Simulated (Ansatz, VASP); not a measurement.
# Al2O3: VASP beside Ansatz

The input INCAR:

```
PREC     = Accurate       # precision mode
ENCUT    = 520            # plane-wave cutoff, eV
EDIFF    = 1E-6           # SCF threshold, eV
ISMEAR   = 0              # smearing method
SIGMA    = 0.05           # smearing width, eV
LREAL    = False          # projectors in reciprocal space
LASPH    = True           # aspherical terms in the spheres
NELM     = 60             # most SCF steps
ALGO     = Normal         # electronic algorithm
ISIF     = 2              # what is computed and relaxed
LWAVE    = False          # write WAVECAR
LCHARG   = True           # write CHGCAR
GGA      = PE             # functional
LELF     = True           # ELF
LVHAR    = True         
NBANDS   = 35             # bands
```

File KPOINTS:

```
regular mesh
0
Gamma
  6 6 6
```

POSCAR

```
Al2O3
1.0
    2.2623442438      1.3061650581      4.9389991301
   -2.2623442438      1.3061650581      4.9389991301
    0.0000000000     -2.6123301163      4.9389991301
Al O
4 6
Direct
    0.8521293568      0.8521293568      0.8521293568
    0.6478706432      0.6478706432      0.6478706432
    0.1478706432      0.1478706432      0.1478706432
    0.3521293568      0.3521293568      0.3521293568
    0.0561574040      0.4438425960      0.7500000000
    0.7500000000      0.0561574040      0.4438425960
    0.4438425960      0.7500000000      0.0561574040
    0.9438425960      0.5561574040      0.2500000000
    0.2500000000      0.9438425960      0.5561574040
    0.5561574040      0.2500000000      0.9438425960
```

Input for Ansatz:

```yaml
crystal:
  lattice:
    - [2.2623442438, 1.3061650581, 4.9389991301]
    - [-2.2623442438, 1.3061650581, 4.9389991301]
    - [0.0, -2.6123301163, 4.9389991301]
  atoms:
    - { symbol: Al, position: [0.8521293568, 0.8521293568, 0.8521293568] }
    - { symbol: Al, position: [0.6478706432, 0.6478706432, 0.6478706432] }
    - { symbol: Al, position: [0.1478706432, 0.1478706432, 0.1478706432] }
    - { symbol: Al, position: [0.3521293568, 0.3521293568, 0.3521293568] }
    - { symbol: O, position: [0.056157404, 0.443842596, 0.75] }
    - { symbol: O, position: [0.75, 0.056157404, 0.443842596] }
    - { symbol: O, position: [0.443842596, 0.75, 0.056157404] }
    - { symbol: O, position: [0.943842596, 0.556157404, 0.25] }
    - { symbol: O, position: [0.25, 0.943842596, 0.556157404] }
    - { symbol: O, position: [0.556157404, 0.25, 0.943842596] }
basis:
  ecutwfc: 520.0
kpoints:
  mp_grid: { grid: [6, 6, 6] }
hamiltonian:
  xc: pbe
  pseudopotentials: { kind: paw, azcp: { folder: soft_1 } }
scf:
  occupations: { method: gaussian, width: 0.05 }
output:
  forces: true
  stress: true
  eigenvalues: true
```

Alike in both runs: task single point; functional PBE; k mesh 6 × 6 × 6; occupations gaussian, width 0.05 eV; no spin polarisation.

|  | VASP | Ansatz |
| --- | --- | --- |
| version | VASP 6.6.1 | Ansatz 0.2.0 |
| potentials or method | VASP PAW PBE potentials, release 64 (Al, O), cutoff 520 eV | scalar-relativistic, plane waves, PAW |
| valence electrons in the cell | 48 | 48 |

VASP gave:

```
gap on the k mesh at the Fermi level (eV)                     : 4.32
least direct gap on the mesh (eV)                             : 4.32
pressure (GPa)                                                : 4.3
traceless stress, the component that is largest in VASP (GPa) : -51.69
rms of the force components (eV/Å)                            : 0.288
```

Problem. What did Ansatz give for the same quantities?

Solution. gap on the k mesh at the Fermi level (eV): 4.34; least direct gap on the mesh (eV): 4.34; pressure (GPa): 4.4; traceless stress, the component that is largest in VASP (GPa): -51.58; rms of the force components (eV/Å): 0.288.

Atom by atom the forces differ by 0.005 eV/Å (rms over components).
